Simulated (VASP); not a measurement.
## AlSn: single point with PBE

The system is AlSn.

```
Al Sn
1.0
     6.21590    0.00000    0.00000
    -3.10795    5.38313    0.00000
     0.00000    0.00000    4.49466
Al Sn
3 3
Direct
  0.00000 0.00000 0.00000
  0.33333 0.66667 0.00000
  0.66667 0.33333 0.00000
  0.50000 0.00000 0.00000
  0.00000 0.50000 0.00000
  0.50000 0.50000 0.00000
```

The cell was built from a structure type or drawn by symmetry, and may not be a known phase.

```yaml
Program: VASP 6.6.1
Task: single point
Functional: PBE
Potentials_or_basis: VASP PAW PBE potentials, release 64 (Al, Sn_d)
Cutoff: 520 eV
k_mesh: 3 × 3 × 4
Occupations: gaussian, width 0.1 eV
Spin: no spin polarisation
```

```
Pressure               : 100.6 GPa
Band gap on the k mesh : zero (an odd number of electrons rules out a gap without spin polarisation)
```

Stress tensor (GPa, compression positive):
```
151.82   0.00   0.00
  0.00 151.82   0.00
  0.00   0.00  -1.78
```

Levels at points of the mesh, in eV from the Fermi level:
```tsv
k point	band 23	band 24	band 25	band 26	band 27	band 28
(0.00, 0.00, 0.00)	-3.26	0.99	0.99	1.53	1.53	2.18
(0.00, 0.00, 0.50)	-3.31	-0.53	-0.53	0.43	0.73	1.69
```

Run time: 98 s on 1 thread of Intel Xeon 8259CL (shared host), peak memory 0.27 GiB.

Caveat: the k points lie up to 0.39 Å⁻¹ apart, too coarse for converged energies and pressures of a metal; atoms lie so close that the PAW spheres overlap strongly, which falsifies energies and pressures; spin-orbit coupling is left out, which moves the levels of the heavy elements.
